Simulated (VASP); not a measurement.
Set up this calculation in VASP 6.6.1, as the native input.

- Task: single point
- Functional: PBE
- Potentials or basis: VASP PAW PBE potentials, release 64 (Ge_d, Fe)
- Cutoff: 520 eV
- k mesh: 6 × 6 × 7
- Occupations: fermi-dirac, width 0.05 eV
- Spin: collinear spin, ferromagnetic start
- Starting moments: [0.0, 0.0, 0.0, 4.5, 4.5, 4.5] μB
- Dipole correction: no
- Further INCAR settings: ALGO = Normal; EDIFF = 1e-06; NBANDS = 46

The structure of FeGe lies in POSCAR:

```
FeGe
1.0
    4.9976023358      0.0000000000      0.0000000000
   -2.4988011679      4.3280505808      0.0000000000
    0.0000000000      0.0000000000      4.1157613500
Ge Fe
3 3
Direct
    0.6666666667      0.3333333333      0.5000000000
    0.3333333333      0.6666666667      0.5000000000
    0.0000000000      0.0000000000      0.0000000000
    0.0000000000      0.5000000000      0.0000000000
    0.5000000000      0.5000000000      0.0000000000
    0.5000000000      0.0000000000      0.0000000000
```

One way to write it, as run:

INCAR

```
  PREC = Accurate
  ENCUT = 520
  EDIFF = 1E-6
  ISMEAR = -1
  SIGMA = 0.05
  LREAL = F
  LASPH = T
  NELM = 150
  ALGO = Normal
  ISIF = 2
  LWAVE = F
  LCHARG = T
  ISPIN = 2
  MAGMOM = 0 0 0 4.5 4.5 4.5
  LORBIT = 11
  LMAXMIX = 4
  GGA = PE
  LELF = T
  LVHAR = T
  NBANDS = 46
```

KPOINTS

```
regular mesh
0
Gamma
  6 6 7
```

Potentials or basis: VASP PAW PBE potentials, release 64 (Ge_d, Fe).

Launch:

```sh
$ cat potpaw_PBE.64/Ge_d/POTCAR potpaw_PBE.64/Fe/POTCAR > POTCAR
$ mpirun -np 1 vasp_std > vasp.out
```

Results of the run:

```yaml
Pressure: -3.9 GPa
Net_moment: 4.31 μB per cell
Site_moments: Ge -0.06, -0.09; Fe +1.52 μB
Valence_electrons_inside_the_program's_atomic_spheres: Ge 12.36, 12.32; Fe 7.36
```

Caveat: the moment fell far below its start of 4.5 μB, so a state of higher moment may lie lower in energy.

Run time: 4.8 min on 1 thread of Oxide Virtual Turin-like Processor (shared host), peak memory 0.31 GiB.
